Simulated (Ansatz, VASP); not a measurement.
## One calculation of Sr, two programs

Contents of INCAR:

```
SYSTEM = Sr
  ALGO = Normal
  EDIFF = 1E-6
  ENCUT = 520
  GGA = PS
  ISIF = 2
  ISMEAR = -1
  LASPH = .True.
  LCHARG = .False.
  LREAL = .False.
  LWAVE = .False.
  NBANDS = 11
  NELM = 100
  PREC = Accurate
  SIGMA = 0.1
```

File KPOINTS:

```
k-points
0
Gamma
  10 10 10
  0 0 0
```

The input POSCAR:

```
Sr
1.0
    3.8735717368      0.0000000000      0.0000000000
    0.0000000000      3.8735717368      0.0000000000
    0.0000000000      0.0000000000      3.8735717368
Sr
1
Direct
    0.0000000000      0.0000000000      0.0000000000
```

Input for Ansatz:

```yaml
crystal:
  lattice:
    - [3.8735717368, 0.0, 0.0]
    - [0.0, 3.8735717368, 0.0]
    - [0.0, 0.0, 3.8735717368]
  atoms:
    - { symbol: Sr, position: [0.0, 0.0, 0.0] }
hamiltonian:
  xc: pbesol
  pseudopotentials:
    kind: paw
    azcp:
      Sr: "pseudopotentials/Sr.paw.azcp"
basis:
  ecutwfc: 420
  fft_grid_basis: typed
kpoints:
  mp_grid: { grid: [10, 10, 10], shift: [0, 0, 0] }
magnetization:
  spin_polarized: false
scf:
  occupations: { method: fermi_dirac, width: 0.1 }
  lower_state_search: "off"
output:
  stress: true
```

Alike in both runs: task single point; functional PBEsol; k mesh 10 × 10 × 10; occupations fermi-dirac, width 0.1 eV; no spin polarisation.

```csv
,VASP,Ansatz
version,VASP 6.6.1,Ansatz 0.2.0
potentials or method,"VASP PAW PBE potentials, release 64 (Sr_sv), cutoff 520 eV","plane waves (420 eV) with PAW, scalar-relativistic"
valence electrons in the cell,10,10
```

```csv
,VASP,Ansatz,Ansatz less VASP
pressure (GPa),-0.5,-0.5,-0.01
```

VASP's potentials were made for PBE, not for PBEsol, and Ansatz warns of the same on its side. The functional is the same, so the differences come from potentials, cutoffs and numerics.
